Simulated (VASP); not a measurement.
A run of VASP 6.6.1:

Contents of POSCAR:

```
Al
1.0
    0.0000000000      2.1987440765      1.7150203797
    2.1987440765      0.0000000000      1.7150203797
    2.1987440765      2.1987440765      0.0000000000
Al
1
Direct
    0.0000000000      0.0000000000      0.0000000000
```

INCAR.step1

```
  PREC = Accurate
  ENCUT = 520
  ISMEAR = 0
  SIGMA = 0.15
  LREAL = False
  LASPH = True
  NELM = 100
  NBANDS = 8
  GGA = PE
  ALGO = Normal
  EDIFF = 1E-4
  LWAVE = True
  LCHARG = False
```

INCAR.step2

```
  PREC = Accurate
  ENCUT = 520
  EDIFF = 1E-6
  ISMEAR = 0
  SIGMA = 0.15
  LREAL = False
  LASPH = True
  NELM = 100
  ALGO = Normal
  ISIF = 2
  LWAVE = False
  LCHARG = False
  METAGGA = R2SCAN
  LMIXTAU = True
  NBANDS = 8
  ISTART = 1
```

File KPOINTS:

```
regular mesh
0
Gamma
  22 22 22
```

Potentials or basis: VASP PAW PBE potentials, release 64 (Al).

The run is started by

```console
$ cat potpaw_PBE.64/Al/POTCAR > POTCAR
$ cp INCAR.step1 INCAR
$ mpirun -np 1 vasp_std > vasp.out
$ cp INCAR.step2 INCAR
$ mpirun -np 1 vasp_std > vasp.out
```

Hardware: 1 thread of Intel(R) Xeon(R) Platinum 8559C (Emerald Rapids), with other jobs on the host.

Problem. How long does it take, and how much memory?

Solution. It took 2 min on 1 thread of Intel(R) Xeon(R) Platinum 8559C (Emerald Rapids) (shared host), peak memory 0.21 GiB. Counts: k points 834.
